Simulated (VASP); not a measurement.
# NiW7S16 (P-6m2) in VASP: single point with PBEsol+U

Aim: the single point of NiW7S16 with PBEsol+U.

Program: VASP 6.6.1. These are calculated values, not measurements. Logs are shortened: lines on timing, memory, paths and dates and some standing lists are left out, and cuts for length are marked.

## (1) The cell of the first run

Symmetry: P-6m2, No. 187, hexagonal system. Conventional cell: a = 6.306 Å, b = 6.306 Å, c = 12.323 Å, α = 90.00°, β = 90.00°, γ = 120.00°. Ni (site symmetry -6m2) has 6 S at 2.34 Å and 6 W at 3.15 Å within 3.2 Å. Within 3.2 Å of W (site symmetry mm2) lie 6 S at 2.39 Å and 4 W at 3.13 to 3.18 Å and 2 Ni at 3.15 Å. W (site symmetry mm2) has 6 S at 2.40 Å and 6 W at 3.15 to 3.16 Å within 3.2 Å. W (site symmetry -6m2) has 6 S at 2.40 Å and 6 W at 3.15 Å within 3.2 Å. Within 3.2 Å of S (site symmetry 3m) lie 3 W at 2.40 Å and 7 S at 3.13 to 3.15 Å. Within 3.2 Å of S (site symmetry m) lie 3 W at 2.40 Å and 7 S at 3.13 to 3.16 Å. Within 3.3 Å of S (site symmetry m) lie 1 Ni at 2.34 Å and 2 W at 2.39 Å and 7 S at 3.03 to 3.21 Å. Within 3.2 Å of S (site symmetry 3m) lie 3 W at 2.39 Å and 7 S at 3.14 to 3.15 Å.

## (2) Single point, PBEsol+U, collinear spin, ferromagnetic start

INCAR

```
SYSTEM = NiW7S16
PREC = Accurate
ENCUT = 600
EDIFF = 1E-6
ISMEAR = 0
SIGMA = 0.05
LREAL = .FALSE.
LASPH = .TRUE.
NELM = 200
ALGO = Normal
ISIF = 2
LWAVE = .FALSE.
LCHARG = .TRUE.
ISPIN = 2
MAGMOM = 1.28 0.14 0.14 0.14 0 0 0 0.01 0 0 0 0 0.14 0.14 0.14 0.02 0 0 0 0 0.14 0.14 0.14 0.02
LORBIT = 11
NUPDOWN = 3.0
LMAXMIX = 4
LDAU = .TRUE.
LDAUTYPE = 2
LDAUL = 2 -1 -1
LDAUU = 5 0 0
LDAUJ = 0 0 0
LDAUPRINT = 1
GGA = PS
LVHAR = .TRUE.
NBANDS = 124
GGA_COMPAT = .FALSE.
KPAR = 4
```

KPOINTS

```
Automatic mesh
0
G
  3 3 2
  0 0 0
```

POSCAR

```
NiW7S16
1.0
    6.3064000000      0.0000000000      0.0000000000
   -3.1532000000      5.4615026000      0.0000000000
    0.0000000000      0.0000000000     12.3230000000
Ni W S
1 7 16
Direct
    0.1666666667      0.3333333333      0.2500000000
    0.1640335586      0.8320167793      0.2500000000
    0.6679832207      0.3359664414      0.2500000000
    0.6679832207      0.8320167793      0.2500000000
    0.3331997569      0.1668002431      0.7500000000
    0.3331997569      0.6663995137      0.7500000000
    0.8336004863      0.1668002431      0.7500000000
    0.8333333333      0.6666666667      0.7500000000
    0.1666666667      0.3333333333      0.6230597927
    0.1668744664      0.8334372332      0.6230345617
    0.6665627668      0.3331255336      0.6230345617
    0.6665627668      0.8334372332      0.6230345617
    0.3302209943      0.1697790057      0.1269250493
    0.3302209943      0.6604419886      0.1269250493
    0.8395580114      0.1697790057      0.1269250493
    0.8333333333      0.6666666667      0.1227707682
    0.1666666667      0.3333333333      0.8769402073
    0.1668744664      0.8334372332      0.8769654383
    0.6665627668      0.3331255336      0.8769654383
    0.6665627668      0.8334372332      0.8769654383
    0.3302209943      0.1697790057      0.3730749507
    0.3302209943      0.6604419886      0.3730749507
    0.8395580114      0.1697790057      0.3730749507
    0.8333333333      0.6666666667      0.3772292318
```

Potentials or basis: VASP PAW PBE potentials, release 64 (Ni, W_sv, S).

The run is started by

```bash
$ cat potpaw_PBE.64/Ni/POTCAR potpaw_PBE.64/W_sv/POTCAR potpaw_PBE.64/S/POTCAR > POTCAR
$ mpirun -np 4 vasp_std > vasp.out
```

OUTCAR:

```text
SYSTEM = NiW7S16
   PREC = Accurate
   ENCUT = 600
   EDIFF = 1E-6
   ISMEAR = 0
   LREAL = .FALSE.
   LASPH = .TRUE.
   NELM = 200
   ISIF = 2
   ISPIN = 2
   LORBIT = 11
   NUPDOWN = 3.0
   GGA = PS

 ion  position               nearest neighbor table
   1  0.167  0.333  0.250-  14 2.34  22 2.34  21 2.34  13 2.34  15 2.34  23 2.34   2 3.15   4 3.15
                             4 3.15   2 3.15   3 3.15   3 3.15
   2  0.164  0.832  0.250-  13 2.39  21 2.39  14 2.39  22 2.39  16 2.39  24 2.39   3 3.13   4 3.13
                             1 3.15   1 3.15   3 3.18   4 3.18
   3  0.668  0.336  0.250-  15 2.39  23 2.39  21 2.39  13 2.39  16 2.39  24 2.39   2 3.13   4 3.13
                             1 3.15   1 3.15   4 3.18   2 3.18
   4  0.668  0.832  0.250-  15 2.39  23 2.39  22 2.39  14 2.39  16 2.39  24 2.39   3 3.13   2 3.13
                             1 3.15   1 3.15   3 3.18   2 3.18
   5  0.333  0.167  0.750-   9 2.40  17 2.40  10 2.40  18 2.40  11 2.40  19 2.40   6 3.15   7 3.15
                             8 3.15   8 3.15   6 3.16   7 3.16
   6  0.333  0.666  0.750-   9 2.40  17 2.40  12 2.40  20 2.40  18 2.40  10 2.40   5 3.15   7 3.15
                             8 3.15   8 3.15   5 3.16   7 3.16
   7  0.834  0.167  0.750-   9 2.40  17 2.40  12 2.40  20 2.40  19 2.40  11 2.40   6 3.15   5 3.15
                             8 3.15   8 3.15   6 3.16   5 3.16
   8  0.833  0.667  0.750-  11 2.40  19 2.40  12 2.40  20 2.40  10 2.40  18 2.40   7 3.15   5 3.15
                             5 3.15   7 3.15   6 3.15   6 3.15
   9  0.167  0.333  0.623-   6 2.40   5 2.40   7 2.40
  10  0.167  0.833  0.623-   5 2.40   6 2.40   8 2.40
  11  0.667  0.333  0.623-   5 2.40   7 2.40   8 2.40
  12  0.667  0.833  0.623-   7 2.40   6 2.40   8 2.40
  13  0.330  0.170  0.127-   1 2.34   2 2.39   3 2.39
  14  0.330  0.660  0.127-   1 2.34   2 2.39   4 2.39
[... 8 lines left out ...]
  23  0.840  0.170  0.373-   1 2.34   4 2.39   3 2.39
  24  0.833  0.667  0.377-   3 2.39   4 2.39   2 2.39

  LATTYP: Found a hexagonal cell.
 ALAT       =     6.3064000000
 C/A-ratio  =     1.9540466827

  Lattice vectors:

 A1 = (   6.3064000000,   0.0000000000,   0.0000000000)
 A2 = (  -3.1532000000,   5.4615026000,   0.0000000000)
 A3 = (   0.0000000000,   0.0000000000,  12.3230000000)

Analysis of symmetry for initial positions (statically):
=====================================================================
 Subroutine PRICEL returns:
 Original cell was already a primitive cell.

 Routine SETGRP: Setting up the symmetry group for a
 hexagonal supercell.

 Subroutine GETGRP returns: Found 12 space group operations
 (whereof  2 operations were pure point group operations)
 out of a pool of 24 trial point group operations.

The static configuration has the point symmetry C_1h.
 The point group associated with its full space group is D_3h.

Analysis of symmetry for dynamics (positions and initial velocities):
=====================================================================
 Subroutine PRICEL returns:
 Original cell was already a primitive cell.

 Routine SETGRP: Setting up the symmetry group for a
 hexagonal supercell.

 Subroutine GETGRP returns: Found 12 space group operations
 (whereof  2 operations were pure point group operations)
 out of a pool of 24 trial point group operations.

The dynamic configuration has the point symmetry C_1h.
 The point group associated with its full space group is D_3h.

Analysis of structural, dynamic, and magnetic symmetry:
=====================================================================
 Subroutine PRICEL returns:
 Original cell was already a primitive cell.

 Routine SETGRP: Setting up the symmetry group for a
 hexagonal supercell.

 Subroutine GETGRP returns: Found 12 space group operations
 (whereof  2 operations were pure point group operations)
 out of a pool of 24 trial point group operations.

The overall configuration has the point symmetry C_1h.
 The point group associated with its full space group is D_3h.

 Subroutine INISYM returns: Found 12 space group operations
 (whereof  2 operations are pure point group operations),
 and found     1 'primitive' translations

[... 158 lines left out ...]
 maximum number of plane-waves:     14198
 NGX is ok and might be reduce to    50
   NGX = 25   NGY = 25   NGZ = 49

atom =   1  type =  1  l = 2

 onsite density matrix

spin component  1

  0.9645 -0.0000 -0.0000  0.0000 -0.0000
 -0.0000  0.9919  0.0000 -0.0000  0.0000
 -0.0000  0.0000  0.9550  0.0000 -0.0000
  0.0000 -0.0000  0.0000  0.9919  0.0000
 -0.0000  0.0000 -0.0000  0.0000  0.9645

spin component  2

  0.8697 -0.0000 -0.0000 -0.0000  0.0000
 -0.0000  0.4936 -0.0000  0.0000 -0.0000
 -0.0000 -0.0000  0.9283  0.0000 -0.0000
 -0.0000  0.0000  0.0000  0.4936 -0.0000
  0.0000 -0.0000 -0.0000 -0.0000  0.8697

 occupancies and eigenvectors

  o =  0.4936  v =  0.0000  0.0000  0.0000  0.0000  0.0000  0.0000  1.0000 -0.0000 -0.0000 -0.0000      0.0000  0.0000  0.0000  0.0000  0.0000  0.0000  0.0000  0.0000  0.0000  0.0000
  o =  0.4936  v =  0.0000  0.0000  0.0000  0.0000  0.0000  0.0000 -0.0000 -0.0000 -1.0000 -0.0000      0.0000  0.0000  0.0000  0.0000  0.0000  0.0000  0.0000  0.0000  0.0000  0.0000
  o =  0.8697  v =  0.0000  0.0000  0.0000  0.0000  0.0000  0.0000 -0.0000 -0.0000 -0.0000 -1.0000      0.0000  0.0000  0.0000  0.0000  0.0000  0.0000  0.0000  0.0000  0.0000  0.0000
  o =  0.8697  v =  0.0000  0.0000  0.0000  0.0000  0.0000  1.0000  0.0000  0.0000  0.0000  0.0000      0.0000  0.0000  0.0000  0.0000  0.0000  0.0000  0.0000  0.0000  0.0000  0.0000
  o =  0.9283  v =  0.0000  0.0000  0.0000  0.0000  0.0000  0.0000 -0.0000 -1.0000 -0.0000  0.0000      0.0000  0.0000  0.0000  0.0000  0.0000  0.0000  0.0000  0.0000  0.0000  0.0000
  o =  0.9550  v =  0.0000 -0.0000 -1.0000  0.0000 -0.0000  0.0000  0.0000  0.0000  0.0000  0.0000      0.0000  0.0000  0.0000  0.0000  0.0000  0.0000  0.0000  0.0000  0.0000  0.0000
  o =  0.9645  v =  1.0000  0.0000  0.0000  0.0000  0.0000  0.0000  0.0000  0.0000  0.0000  0.0000      0.0000  0.0000  0.0000  0.0000  0.0000  0.0000  0.0000  0.0000  0.0000  0.0000
  o =  0.9645  v =  0.0000 -0.0000 -0.0000  0.0000  1.0000  0.0000  0.0000  0.0000  0.0000  0.0000      0.0000  0.0000  0.0000  0.0000  0.0000  0.0000  0.0000  0.0000  0.0000  0.0000
  o =  0.9919  v =  0.0000  1.0000 -0.0000 -0.0000  0.0000  0.0000  0.0000  0.0000  0.0000  0.0000      0.0000  0.0000  0.0000  0.0000  0.0000  0.0000  0.0000  0.0000  0.0000  0.0000
  o =  0.9919  v =  0.0000  0.0000  0.0000  1.0000 -0.0000  0.0000  0.0000  0.0000  0.0000  0.0000      0.0000  0.0000  0.0000  0.0000  0.0000  0.0000  0.0000  0.0000  0.0000  0.0000

 number of electron     203.9999995 magnetization       3.0000086

 Free energy of the ion-electron system (eV)
  ---------------------------------------------------
  ext. energy  EPLUGINS =         0.00000000
  ---------------------------------------------------
  free energy    TOTEN  =      -187.12703973 eV

  energy without entropy =     -187.11990131  energy(sigma->0) =     -187.12347052

 E-fermi :   6.9833     XC(G=0): -11.0321

 val. band max:        7.0672497368   @ k =   0.3333  -0.0000   0.0000
 cond. band min:       7.0259624449   @ k =   0.3333  -0.0000   0.0000
 fundamental gap:     -0.0412872919
 Fermi energy:         7.1096586876

 spin component 1

 k-point     1 :       0.0000    0.0000    0.0000
  band No.  band energies     occupation
      1     -67.5769      1.00000
      2     -67.5622      1.00000
      3     -67.5622      1.00000
      4     -67.3796      1.00000
      5     -67.3625      1.00000
      6     -67.3584      1.00000
[... 691 lines left out ...]
    113       9.1504      0.00000
    114       9.3660      0.00000
 Fermi energy:         6.9832985076

 spin component 2

 k-point     1 :       0.0000    0.0000    0.0000
  band No.  band energies     occupation
      1     -67.5047      1.00000
      2     -67.4901      1.00000
      3     -67.4901      1.00000
      4     -67.3777      1.00000
      5     -67.3599      1.00000
      6     -67.3574      1.00000
[... 691 lines left out ...]
    113       9.2804      0.00000
    114       9.3878      0.00000
 [bands above 114 left out]

------------------------ aborting loop because EDIFF is reached ----------------------------------------

  FORCE on cell =-STRESS in cart. coord.  units (eV):
  Direction    XX          YY          ZZ          XY          YZ          ZX
  --------------------------------------------------------------------------------------
  -------------------------------------------------------------------------------------
  Total        2.1251468      2.1251468      2.0972684      0.0000000      0.0000000      0.0000000
  in kB        8.0221247      8.0221247      7.9168877      0.0000000      0.0000000      0.0000000
  external PRESSURE =       7.9870457 kB  Pullay stress =       0.0000000 kB

 VOLUME and BASIS-vectors are now :
 -----------------------------------------------------------------------------
  energy-cutoff  :      600.00
  volume of cell :      424.43
      direct lattice vectors                 reciprocal lattice vectors
     6.306400000  0.000000000  0.000000000     0.158569073  0.091549897  0.000000000
    -3.153200000  5.461502600  0.000000000     0.000000000  0.183099794  0.000000000
     0.000000000  0.000000000 12.323000000     0.000000000  0.000000000  0.081149071

 POSITION                                       TOTAL-FORCE (eV/Angst)
 -----------------------------------------------------------------------------------
      0.00000      1.82050      3.08075        -0.000000      0.000000      0.000000
     -1.58905      4.54406      3.08075         0.228933      0.132175      0.000000
      3.15320      1.83488      3.08075        -0.000000     -0.264349      0.000000
      1.58905      4.54406      3.08075        -0.228933      0.132175      0.000000
      1.57534      0.91098      9.24225         0.014446     -0.008341      0.000000
      0.00000      3.63954      9.24225        -0.000000      0.016681      0.000000
[... 16 lines left out ...]
      4.75924      0.92725      4.59740        -0.039910     -0.023042      0.050341
      3.15320      3.64100      4.64860        -0.000000      0.000000      0.031436
 -----------------------------------------------------------------------------------
    total drift:                                0.000000     -0.000000      0.000000

  FREE ENERGIE OF THE ION-ELECTRON SYSTEM (eV)
  ---------------------------------------------------
  free  energy   TOTEN  =      -187.1270397332 eV

  energy  without entropy=     -187.1199013117  energy(sigma->0) =     -187.12347052

 total charge

# of ion       s       p       d       tot
------------------------------------------
    1        0.394   0.523   8.490   9.407
    2        2.341   6.340   3.391  12.071
    3        2.341   6.340   3.391  12.071
    4        2.341   6.340   3.391  12.071
    5        2.325   6.338   3.416  12.079
    6        2.325   6.338   3.416  12.079
[... 16 lines left out ...]
   23        1.359   2.322   0.000   3.681
   24        1.357   2.336   0.000   3.692
--------------------------------------------------
tot         38.409  82.261  32.325 152.996

 magnetization (x)

# of ion       s       p       d       tot
------------------------------------------
    1        0.008   0.007   1.212   1.227
    2        0.003   0.006   0.149   0.158
    3        0.003   0.006   0.149   0.158
    4        0.003   0.006   0.149   0.158
    5        0.000   0.000   0.002   0.002
    6        0.000   0.000   0.002   0.002
[... 16 lines left out ...]
   23        0.007   0.112   0.000   0.119
   24        0.000   0.009   0.000   0.010
--------------------------------------------------
tot          0.064   0.723   1.672   2.459
```

Run time: 21 min. Hardware: 4 MPI ranks of Intel Xeon Platinum 8375C at 2.90GHz (Ice Lake), shared host; peak memory 1.1 GiB.

Results:

```
Free energy                                           : -187.1270 eV
Pressure                                              : 0.8 GPa
Largest force                                         : 0.264 eV/Å
Net moment                                            : 3.00 μB per cell
Site moments                                          : Ni +1.23; W +0.16, +0.00, +0.01 (each value once); S +0.00, +0.12, +0.01 (each value once) μB
Valence electrons inside the program's atomic spheres : Ni 9.41; W 12.07, 12.08 (each value once); S 3.70, 3.68, 3.69 (each value once)
```

Forces on the atoms (eV/Å):
```
Ni   0.000  0.000  0.000
W    0.229  0.132  0.000
W    0.000 -0.264  0.000
W   -0.229  0.132  0.000
W    0.014 -0.008  0.000
W    0.000  0.017  0.000
W   -0.014 -0.008  0.000
W    0.000  0.000  0.000
S    0.000  0.000 -0.020
S   -0.002 -0.001 -0.019
S    0.000  0.002 -0.019
S    0.002 -0.001 -0.019
S    0.040 -0.023 -0.050
S    0.000  0.046 -0.050
S   -0.040 -0.023 -0.050
S    0.000  0.000 -0.031
S    0.000  0.000  0.020
S   -0.002 -0.001  0.019
S    0.000  0.002  0.019
S    0.002 -0.001  0.019
S    0.040 -0.023  0.050
S    0.000  0.046  0.050
S   -0.040 -0.023  0.050
S    0.000  0.000  0.031
```

Eigenvalues of the final occupation matrices:
```tsv
site	spin	trace	eigenvalues
site 1 d	1	4.87	0.95 0.96 0.96 0.99 0.99
site 1 d	2	3.65	0.49 0.49 0.87 0.87 0.93
```

Caveat: the k points lie up to 0.38 Å⁻¹ apart; the PAW data sets were made with another functional, which shifts forces and pressure a little; spin-orbit coupling is left out, which moves the levels of the heavy elements; this functional lacks dispersion, which binds layers or chains, so the pressure and a relaxed spacing across them are unreliable; the total moment is fixed, so each spin has its own Fermi level and the state may be an excited one; a cell with one magnetic atom can't hold antiferromagnetic order, which such compounds often take. The state reached can hang on the start; a lower one may exist.
